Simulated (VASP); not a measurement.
Wanted: the native input for a VASP 6.6.1 run.

```yaml
Task: single point
Functional: BLYP
Potentials_or_basis: VASP PAW PBE potentials, release 64 (Ni_sv_GW, Si)
Cutoff: 590 eV
k_mesh: 9 × 8 × 6
Occupations: fermi-dirac, width 0.05 eV
Spin: collinear spin, ferromagnetic start
Starting_moments: "[1.0, 1.0, 0.0, 0.0] μB"
Dipole_correction: no
Further_INCAR_settings: ALGO = Normal; EDIFF = 1e-06; NBANDS = 34
```

The structure of SiNi lies in POSCAR:

```
SiNi
1.0
    2.8826972597      0.0000000000      0.0000000000
    0.0000000000      3.2133613310      0.0000000000
    0.0000000000      0.0000000000      4.5819618704
Ni Si
2 2
Direct
    0.5000000000      0.5000000000      0.3424955900
    0.0000000000      0.0000000000      0.6575044100
    0.5000000000      0.5000000000      0.8431431600
    0.0000000000      0.0000000000      0.1568568400
```

These files were run (other wordings do the same):

INCAR

```
PREC     = Accurate       # precision mode
ENCUT    = 590            # plane-wave cutoff, eV
EDIFF    = 1E-6           # SCF threshold, eV
ISMEAR   = -1             # smearing method
SIGMA    = 0.05           # smearing width, eV
LREAL    = False          # projectors in reciprocal space
LASPH    = True           # aspherical terms in the spheres
NELM     = 200            # most SCF steps
ALGO     = Normal         # electronic algorithm
ISIF     = 2              # what is computed and relaxed
LWAVE    = False          # write WAVECAR
LCHARG   = False          # write CHGCAR
ISPIN    = 2              # spin polarisation
MAGMOM   = 1 1 0 0        # initial moments
LORBIT   = 11             # projections on sites
LMAXMIX  = 4              # l up to which the mixer works
GGA      = B5             # functional
ALDAX    = 1.0          
AGGAX    = 1.0          
AGGAC    = 1.0          
ALDAC    = 0.0          
NBANDS   = 34             # bands
GGA_COMPAT= False
```

KPOINTS

```
Automatic mesh
0
Gamma
  9 8 6
```

Potentials or basis: VASP PAW PBE potentials, release 64 (Ni_sv_GW, Si).

Launch:

```bash
$ cat potpaw_PBE.64/Ni_sv_GW/POTCAR potpaw_PBE.64/Si/POTCAR > POTCAR
$ mpirun -np 1 vasp_std > vasp.out
```

Results of the run:

```json
{"Pressure": "29.7 GPa", "Largest force": "0.073 eV/Å", "Band gap on the k mesh": "zero (filled and empty bands overlap)", "Net moment": "0.00 μB per cell", "Valence electrons inside the program's atomic spheres": "Ni 16.63; Si 1.68"}
```

Caveat: the cell stands under pressure; the PAW data sets were made with another functional, which shifts forces and pressure a little.

Run time: 2.8 min on 1 thread of Intel(R) Xeon(R) 6975P-C (Granite Rapids), on a shared host, peak memory 0.38 GiB.
